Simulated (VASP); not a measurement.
# RbCd (NaTl type) (Fd-3m) in VASP: a series of runs

Runs on RbCd (NaTl type). Level: PBE. Tasks: single point, relaxation of cell and atoms.

Program: VASP 6.6.1. These are calculated values, not measurements. Logs are shortened: lines on timing, memory, paths and dates and some standing lists are left out, and cuts for length are marked.

### Step 1. The cell of the first run

Symmetry: Fd-3m, No. 227, cubic system. Conventional cell: a = 8.772 Å, b = 8.772 Å, c = 8.772 Å, α = 90.00°, β = 90.00°, γ = 90.00°. Within 5.0 Å of Rb (site symmetry -43m) lie 4 Rb at 3.80 Å and 10 Cd at 3.80 to 4.39 Å. Within 5.0 Å of Cd (site symmetry -43m) lie 4 Cd at 3.80 Å and 10 Rb at 3.80 to 4.39 Å.

### Step 2. Single point, PBE

The input, INCAR:

```
SYSTEM = RbCd
PREC     = Accurate       ! precision mode
ENCUT    = 520            ! plane-wave cutoff, eV
EDIFF    = 1E-6           ! SCF threshold, eV
ISMEAR   = -1             ! smearing method
SIGMA    = 0.05           ! smearing width, eV
LREAL    = .FALSE.        ! projectors in reciprocal space
LASPH    = .TRUE.         ! aspherical terms in the spheres
NELM     = 100            ! most SCF steps
ALGO     = Normal         ! electronic algorithm
ISIF     = 2              ! what is computed and relaxed
LWAVE    = .FALSE.        ! write WAVECAR
LCHARG   = .FALSE.        ! write CHGCAR
GGA      = PE             ! functional
NBANDS   = 29             ! bands
```

The input, KPOINTS:

```
Automatic mesh
0
G
  7 7 7
  0 0 0
```

The input, POSCAR:

```
RbCd
1.0
    0.0000000000      4.3861517179      4.3861517179
    4.3861517179      0.0000000000      4.3861517179
    4.3861517179      4.3861517179      0.0000000000
Rb Cd
2 2
Direct
    0.1250000000      0.1250000000      0.1250000000
   -0.1250000000     -0.1250000000     -0.1250000000
    0.3750000000      0.3750000000      0.3750000000
   -0.3750000000     -0.3750000000     -0.3750000000
```

Potentials or basis: VASP PAW PBE potentials, release 64 (Rb_sv, Cd).

The run is started by

```bash
$ cat potpaw_PBE.64/Rb_sv/POTCAR potpaw_PBE.64/Cd/POTCAR > POTCAR
$ mpirun -np 1 vasp_std > vasp.out
```

OUTCAR:

```text
SYSTEM = RbCd
   PREC = Accurate
   ENCUT = 520
   EDIFF = 1E-6
   ISMEAR = -1
   LREAL = .FALSE.
   LASPH = .TRUE.
   NELM = 100
   ISIF = 2
   GGA = PE

 ion  position               nearest neighbor table
   1  0.125  0.125  0.125-   2 3.80   3 3.80   2 3.80   2 3.80   2 3.80   3 3.80   3 3.80   3 3.80
                             4 4.39   4 4.39   4 4.39   4 4.39   4 4.39   4 4.39
   2  0.875  0.875  0.875-   1 3.80   4 3.80   4 3.80   4 3.80   4 3.80   1 3.80   1 3.80   1 3.80
                             3 4.39   3 4.39   3 4.39   3 4.39   3 4.39   3 4.39
   3  0.375  0.375  0.375-   1 3.80   1 3.80   1 3.80   1 3.80   2 4.39   2 4.39   2 4.39   2 4.39
                             2 4.39   2 4.39
   4  0.625  0.625  0.625-   2 3.80   2 3.80   2 3.80   2 3.80   1 4.39   1 4.39   1 4.39   1 4.39
                             1 4.39   1 4.39

  LATTYP: Found a face centered cubic cell.
 ALAT       =     8.7723034358

  Lattice vectors:

 A1 = (   0.0000000000,   4.3861517179,   4.3861517179)
 A2 = (   4.3861517179,   0.0000000000,   4.3861517179)
 A3 = (   4.3861517179,   4.3861517179,   0.0000000000)

Analysis of symmetry for initial positions (statically):
=====================================================================
 Subroutine PRICEL returns:
 Original cell was already a primitive cell.

 Routine SETGRP: Setting up the symmetry group for a
 face centered cubic supercell.

 Subroutine GETGRP returns: Found 48 space group operations
 (whereof 12 operations were pure point group operations)
 out of a pool of 48 trial point group operations.

The static configuration has the point symmetry D_3d.
 The point group associated with its full space group is O_h .

Analysis of symmetry for dynamics (positions and initial velocities):
=====================================================================
 Subroutine PRICEL returns:
 Original cell was already a primitive cell.

 Routine SETGRP: Setting up the symmetry group for a
 face centered cubic supercell.

 Subroutine GETGRP returns: Found 48 space group operations
 (whereof 12 operations were pure point group operations)
 out of a pool of 48 trial point group operations.

The dynamic configuration has the point symmetry D_3d.
 The point group associated with its full space group is O_h .

 Subroutine INISYM returns: Found 48 space group operations
 (whereof 12 operations are pure point group operations),
 and found     1 'primitive' translations

----------------------------------------------------------------------------------------

                                     Primitive cell

  volume of cell :     168.7644

  direct lattice vectors                    reciprocal lattice vectors
     0.000000000  4.386151718  4.386151718    -0.113995145  0.113995145  0.113995145
     4.386151718  0.000000000  4.386151718     0.113995145 -0.113995145  0.113995145
     4.386151718  4.386151718  0.000000000     0.113995145  0.113995145 -0.113995145

  length of vectors
     6.202955246  6.202955246  6.202955246     0.197445383  0.197445383  0.197445383

  position of ions in fractional coordinates (direct lattice)
     0.125000000  0.125000000  0.125000000
     0.875000000  0.875000000  0.875000000
     0.375000000  0.375000000  0.375000000
     0.625000000  0.625000000  0.625000000

  ion indices of the primitive-cell ions
   primitive index   ion index
                 1           1
                 2           2
                 3           3
                 4           4

----------------------------------------------------------------------------------------

 KPOINTS: Automatic mesh

Automatic generation of k-mesh.
 Grid dimensions read from file:
 generate k-points for:    7    7    7

 Generating k-lattice:

  Cartesian coordinates                     Fractional coordinates (reciprocal lattice)
    -0.016285021  0.016285021  0.016285021     0.142857143  0.000000000  0.000000000
     0.016285021 -0.016285021  0.016285021     0.000000000  0.142857143  0.000000000
     0.016285021  0.016285021 -0.016285021     0.000000000  0.000000000  0.142857143

  Length of vectors
     0.028206483  0.028206483  0.028206483

  Shift w.r.t. Gamma in fractional coordinates (k-lattice)
     0.000000000  0.000000000  0.000000000

 Subroutine IBZKPT returns following result:
 ===========================================

 Found     20 irreducible k-points:

 Following reciprocal coordinates:
            Coordinates               Weight
  0.000000  0.000000  0.000000      1.000000
  0.142857  0.000000  0.000000      8.000000
  0.285714  0.000000  0.000000      8.000000
  0.428571  0.000000  0.000000      8.000000
  0.142857  0.142857  0.000000      6.000000
  0.285714  0.142857  0.000000     24.000000
[... 12 lines left out ...]
 -0.428571  0.428571  0.142857     24.000000
 -0.285714  0.428571  0.142857     24.000000
   k-points           NKPTS =     20   k-points in BZ     NKDIM =     20   number of bands    NBANDS=     29
   number of dos      NEDOS =    301   number of ions     NIONS =      4
   total plane-waves  NPLWV = 110592
   dimension x,y,z NGX =    48 NGY =   48 NGZ =   48
   dimension x,y,z NGXF=    96 NGYF=   96 NGZF=   96
   ions per type =               2   2
   NGX,Y,Z   is equivalent  to a cutoff of  12.86, 12.86, 12.86 a.u.
   NGXF,Y,Z  is equivalent  to a cutoff of  25.73, 25.73, 25.73 a.u.
 SYSTEM =  RbCd
   PREC   = accura    normal or accurate (medium, high low for compatibility)
   ISTART =      0    job   : 0-new  1-cont  2-samecut
   ICHARG =      2    charge: 1-file 2-atom 10-const
   ISPIN  =      1    spin polarized calculation?
   LNONCOLLINEAR =      F non collinear calculations
   LSORBIT =      F    spin-orbit coupling
   LASPH  =      T    aspherical Exc in radial PAW
   ENCUT  =  520.0 eV  38.22 Ry    6.18 a.u.  11.53 11.53 11.53*2*pi/ulx,y,z
   NELM   =    100;   NELMIN=  2; NELMDL= -5     # of ELM steps
   EDIFF  = 0.1E-05   stopping-criterion for ELM
   LREAL  =      F    real-space projection
   EDIFFG = 0.1E-04   stopping-criterion for IOM
   NSW    =      0    number of steps for IOM
   IBRION =     -1    ionic relax: 0-MD 1-quasi-New 2-CG
   NFREE  =      0    steps in history (QN), initial steepest desc. (CG)
   ISIF   =      2    stress and relaxation
   ISYM   =      2    0-nonsym 1-usesym 2-fastsym
   POTIM  = 0.5000    time-step for ionic-motion
   TEBEG  =    0.0;   TEEND  =   0.0 temperature during run
   PSTRESS=    0.0 pullay stress
   NELECT =      42.0000    total number of electrons
   NUPDOWN=      -1.0000    fix difference up-down
   EMIN   =  10.00;   EMAX   =-10.00  energy-range for DOS
   EFERMI =   0.00;   METHOD = LEGACY
   ISMEAR =    -1;   SIGMA  =   0.05  broadening in eV -4-tet -1-fermi 0-gaus
   EFERMI_NEDOS =   21; number of points for ismear=-14 and -15
   IALGO  =     38    algorithm
   IMIX   =      4    mixing-type and parameters
     AMIX     =   0.40;   BMIX     =  1.00
     AMIX_MAG =   1.60;   BMIX_MAG =  1.00
  volume/ion in A,a.u.               =      42.19       284.72
  Fermi-wavevector in a.u.,A,eV,Ry     =   1.029748  1.945942 14.427358  1.060381
  Thomas-Fermi vector in A             =   2.163811
   LORBIT       =      0    0 simple, 1 ext, 2 COOP (PROOUT), +10 PAW based schemes
   GGA     = PE    functional components
   LHFCALC =     F    Hartree Fock is set to
   AEXX    =    0.0000 exact exchange contribution
   IVDW    =     0    specifies the selected vdW correction
   LEPSILON=     F    determine dielectric tensor
   LRPA    =     F    only Hartree local field effects (RPA)
 non-spin polarized calculation
  energy-cutoff  :      520.00
  volume of cell :      168.76
 maximum number of plane-waves:      4573
 NGX is ok and might be reduce to    48
   NGX = 23   NGY = 23   NGZ = 23

 number of electron      42.0000013 magnetization

 Free energy of the ion-electron system (eV)
  ---------------------------------------------------
  ext. energy  EPLUGINS =         0.00000000
  ---------------------------------------------------
  free energy    TOTEN  =        -3.15908719 eV

  energy without entropy =       -3.13237470  energy(sigma->0) =       -3.14573095

 E-fermi :   1.1606     XC(G=0):  -7.7622

 val. band max:        1.0300107997   @ k =  -0.4286   0.4286   0.1429
 cond. band min:       1.1978960179   @ k =  -0.4286   0.2857   0.1429
 fundamental gap:      0.1678852182
 Fermi energy:         1.1605914407

 k-point     1 :       0.0000    0.0000    0.0000
  band No.  band energies     occupation
      1     -27.4665      2.00000
      2     -27.3717      2.00000
      3     -11.6967      2.00000
      4     -11.6967      2.00000
      5     -11.6967      2.00000
      6     -11.4012      2.00000
[... 21 lines left out ...]
     28       3.6049      0.00000
     29       4.3584      0.00000

 k-point     2 :       0.1429    0.0000    0.0000
  band No.  band energies     occupation
      1     -27.4631      2.00000
      2     -27.3752      2.00000
      3     -11.7056      2.00000
      4     -11.7056      2.00000
      5     -11.7003      2.00000
      6     -11.4016      2.00000
[... 21 lines left out ...]
     28       3.8904      0.00000
     29       5.0224      0.00000

 k-point     3 :       0.2857    0.0000    0.0000
  band No.  band energies     occupation
      1     -27.4540      2.00000
      2     -27.3843      2.00000
      3     -11.7239      2.00000
      4     -11.7239      2.00000
      5     -11.7105      2.00000
      6     -11.4001      2.00000
[... 21 lines left out ...]
     28       4.4171      0.00000
     29       5.0157      0.00000

 k-point     4 :       0.4286    0.0000    0.0000
  band No.  band energies     occupation
      1     -27.4446      2.00000
      2     -27.3938      2.00000
      3     -11.7374      2.00000
      4     -11.7374      2.00000
      5     -11.7202      2.00000
      6     -11.3968      2.00000
[... 469 lines left out ...]
     28       5.0501      0.00000
     29       5.4621      0.00000

 k-point    19 :      -0.4286    0.4286    0.1429
  band No.  band energies     occupation
      1     -27.4287      2.00000
      2     -27.4097      2.00000
      3     -11.7840      2.00000
      4     -11.7760      2.00000
      5     -11.5927      2.00000
      6     -11.5222      2.00000
[... 21 lines left out ...]
     28       5.1505      0.00000
     29       5.2130      0.00000

 k-point    20 :      -0.2857    0.4286    0.1429
  band No.  band energies     occupation
      1     -27.4258      2.00000
      2     -27.4126      2.00000
      3     -11.7916      2.00000
      4     -11.7734      2.00000
      5     -11.5904      2.00000
      6     -11.5206      2.00000
[... 21 lines left out ...]
     28       5.0390      0.00000
     29       5.6398      0.00000

------------------------ aborting loop because EDIFF is reached ----------------------------------------

  FORCE on cell =-STRESS in cart. coord.  units (eV):
  Direction    XX          YY          ZZ          XY          YZ          ZX
  --------------------------------------------------------------------------------------
  -------------------------------------------------------------------------------------
  Total        0.0377861      0.0377861      0.0377861      0.0000000      0.0000000     -0.0000000
  in kB        0.3587253      0.3587253      0.3587253      0.0000000      0.0000000     -0.0000000
  external PRESSURE =       0.3587253 kB  Pullay stress =       0.0000000 kB

 VOLUME and BASIS-vectors are now :
 -----------------------------------------------------------------------------
  energy-cutoff  :      520.00
  volume of cell :      168.76
      direct lattice vectors                 reciprocal lattice vectors
     0.000000000  4.386151718  4.386151718    -0.113995145  0.113995145  0.113995145
     4.386151718  0.000000000  4.386151718     0.113995145 -0.113995145  0.113995145
     4.386151718  4.386151718  0.000000000     0.113995145  0.113995145 -0.113995145

 POSITION                                       TOTAL-FORCE (eV/Angst)
 -----------------------------------------------------------------------------------
      1.09654      1.09654      1.09654        -0.000000     -0.000000     -0.000000
      7.67577      7.67577      7.67577        -0.000000     -0.000000     -0.000000
      3.28961      3.28961      3.28961         0.000000      0.000000     -0.000000
      5.48269      5.48269      5.48269        -0.000000     -0.000000      0.000000
 -----------------------------------------------------------------------------------
    total drift:                                0.000000      0.000000      0.000000

  FREE ENERGIE OF THE ION-ELECTRON SYSTEM (eV)
  ---------------------------------------------------
  free  energy   TOTEN  =        -3.1590871907 eV

  energy  without entropy=       -3.1323747001  energy(sigma->0) =       -3.14573095
```

It took 63 s on 1 thread of Intel Xeon Platinum 8488C (Sapphire Rapids), shared host; peak memory 0.35 GiB.

What came out:

| Property | Result |
| --- | --- |
| Free energy | -3.1591 eV |
| Pressure | 0.0 GPa |
| Band gap on the k mesh | zero (bands 21 and 22 overlap by 1.07 eV) |

### Step 3. Single point, PBE

The input, INCAR:

```
ALGO     = Normal         # electronic algorithm
EDIFF    = 1E-7           # SCF threshold, eV
ENCUT    = 520            # plane-wave cutoff, eV
GGA      = PE             # functional
ISIF     = 2              # what is computed and relaxed
ISMEAR   = -1             # smearing method
LASPH    = T              # aspherical terms in the spheres
LCHARG   = F              # write CHGCAR
LREAL    = F              # projectors in reciprocal space
LWAVE    = F              # write WAVECAR
NBANDS   = 29             # bands
NELM     = 80             # most SCF steps
PREC     = Accurate       # precision mode
SIGMA    = 0.05           # smearing width, eV
```

The input, KPOINTS:

```
k-points
0
Gamma
  7 7 7
```

POSCAR is that of step 2.

Potentials or basis: VASP PAW PBE potentials, release 64 (Rb_sv, Cd).

The run is started by

```bash
$ cat potpaw_PBE.64/Rb_sv/POTCAR potpaw_PBE.64/Cd/POTCAR > POTCAR
$ mpirun -np 1 vasp_std > vasp.out
```

It took 71 s on 1 thread of Intel Xeon Platinum 8488C (Sapphire Rapids), shared host; peak memory 0.35 GiB.

The run converged. Its results:

```
Free energy            : -3.1591 eV
Pressure               : 0.0 GPa
Band gap on the k mesh : zero (bands 21 and 22 overlap by 1.07 eV)
```

Levels at points of the mesh, in eV from the Fermi level:
| k point | band 19 | band 20 | band 21 | band 22 | band 23 | band 24 |
| --- | --- | --- | --- | --- | --- | --- |
| (0.00, 0.00, 0.00) | -4.93 | -0.64 | 0.90 | 0.90 | 0.90 | 1.70 |

### Step 4. Relaxation of cell and atoms, PBE

This run uses another cell than the first one, of 53.17 Å³/atom.

The input, INCAR:

```
SYSTEM = RbCd
PREC = Accurate ; ENCUT = 600
EDIFF = 1E-6 ; ISMEAR = -1
SIGMA = 0.05 ; LREAL = .False.
LASPH = .True. ; NELM = 80
ALGO = Normal ; ISIF = 3
LWAVE = .False. ; LCHARG = .False.
GGA = PE ; IBRION = 2
NSW = 70 ; EDIFFG = -0.005
```

The input, KPOINTS:

```
regular mesh
0
Gamma
  7 7 7
  0 0 0
```

The input, POSCAR:

```
RbCd
1.0
    0.0000000000      4.7375526364      4.7375526364
    4.7375526364      0.0000000000      4.7375526364
    4.7375526364      4.7375526364      0.0000000000
Rb Cd
2 2
Direct
    0.1250000000      0.1250000000      0.1250000000
   -0.1250000000     -0.1250000000     -0.1250000000
    0.3750000000      0.3750000000      0.3750000000
   -0.3750000000     -0.3750000000     -0.3750000000
```

The run is started by

```bash
$ cat potpaw_PBE.64/Rb_sv/POTCAR potpaw_PBE.64/Cd/POTCAR > POTCAR
$ mpirun -np 1 vasp_std > vasp.out
```

Run time: 8.8 min. Hardware: 1 thread of Intel Xeon Platinum 8488C (Sapphire Rapids), shared host; peak memory 0.48 GiB.

It converged, with:

```
Free energy                           : -3.1644 eV
Relaxed volume                        : 42.30 Å³/atom
Relaxed cell                          : a = 6.208 Å, b = 6.208 Å, c = 6.208 Å, α = 60.00°, β = 60.00°, γ = 60.00°
Space group after relaxing (to 0.1 Å) : Fd-3m (No. 227)
Energy gained by relaxing             : 37.7 meV/atom
Ionic steps                           : 6
Pressure after relaxing               : 0.0 GPa
Band gap on the k mesh                : zero (bands 21 and 22 overlap by 1.07 eV)
```

Step by step:
```csv
step,energy change (eV),largest force (eV/Å),pressure (GPa),volume (Å³)
1,0.0000,0.0000,-0.87,212.66
2,-0.0454,0.0000,-0.79,203.92
3,-0.1396,0.0000,-0.34,179.12
4,0.0818,0.0000,2.72,135.73
5,-0.1495,0.0000,-0.12,172.44
6,-0.1507,0.0000,0.01,169.20
```

Final structure:
```cif
data_structure
_symmetry_space_group_name_H-M 'P 1'
_symmetry_Int_Tables_number 1
_cell_length_a 6.2082
_cell_length_b 6.2082
_cell_length_c 6.2082
_cell_angle_alpha 60.000
_cell_angle_beta 60.000
_cell_angle_gamma 60.000
_cell_volume 169.20
loop_
_atom_site_label
_atom_site_type_symbol
_atom_site_fract_x
_atom_site_fract_y
_atom_site_fract_z
_atom_site_occupancy
Rb1 Rb 0.12500 0.12500 0.12500 1
Rb2 Rb 0.87500 0.87500 0.87500 1
Cd1 Cd 0.37500 0.37500 0.37500 1
Cd2 Cd 0.62500 0.62500 0.62500 1
```

Levels at points of the mesh, in eV from the Fermi level:
```
           k point  band 17  band 18  band 19  band 20  band 21  band 22  band 23  band 24  band 25
(0.00, 0.00, 0.00)    -8.60    -8.60    -4.93    -0.65     0.90     0.90     0.90     1.70     1.70
```

Caveat: the volume moved by over 15 % at a fixed basis, so the end points are rough.
